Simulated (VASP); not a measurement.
The system is Mg.

```xyz
2
Lattice="3.2093 0.0000 0.0000 -1.6046 2.7793 0.0000 0.0000 0.0000 5.2103" Properties=species:S:1:pos:R:3 pbc="T T T"
Mg    0.0000    1.8529    1.3026
Mg    1.6047    0.9264    3.9077
```

```yaml
Program: VASP 6.6.1
Task: relaxation of volume and atoms at fixed shape
Functional: PBEsol
Potentials_or_basis: VASP PAW PBE potentials, release 64 (Mg)
Cutoff: 600 eV
k_mesh: 9 × 9 × 5
Occupations: gaussian, width 0.05 eV
Spin: no spin polarisation
```

At the start: pressure -1.2 GPa; volume 23.24 Å³/atom.

Task: Where does the relaxation end?

Result: Over 3 steps the energy falls by 3.1 meV/atom and the volume is 22.46 Å³/atom (-3.4 %); space group P6_3/mmc (No. 194, to 0.05 Å).

Step by step:
```csv
step,energy change (eV),largest force (eV/Å),pressure (GPa),volume (Å³)
1,0.0000,0.0000,-1.23,46.47
2,-0.0058,0.0000,-0.32,45.28
3,-0.0062,0.0000,0.00,44.91
```

Final structure:
```cif
data_structure
_symmetry_space_group_name_H-M 'P 1'
_symmetry_Int_Tables_number 1
_cell_length_a 3.1729
_cell_length_b 3.1729
_cell_length_c 5.1512
_cell_angle_alpha 90.000
_cell_angle_beta 90.000
_cell_angle_gamma 120.000
_cell_volume 44.91
loop_
_atom_site_label
_atom_site_type_symbol
_atom_site_fract_x
_atom_site_fract_y
_atom_site_fract_z
_atom_site_occupancy
Mg1 Mg 0.33333 0.66667 0.25000 1
Mg2 Mg 0.66667 0.33333 0.75000 1
```

Caveat: the PAW data sets were made with another functional, which shifts forces and pressure a little.
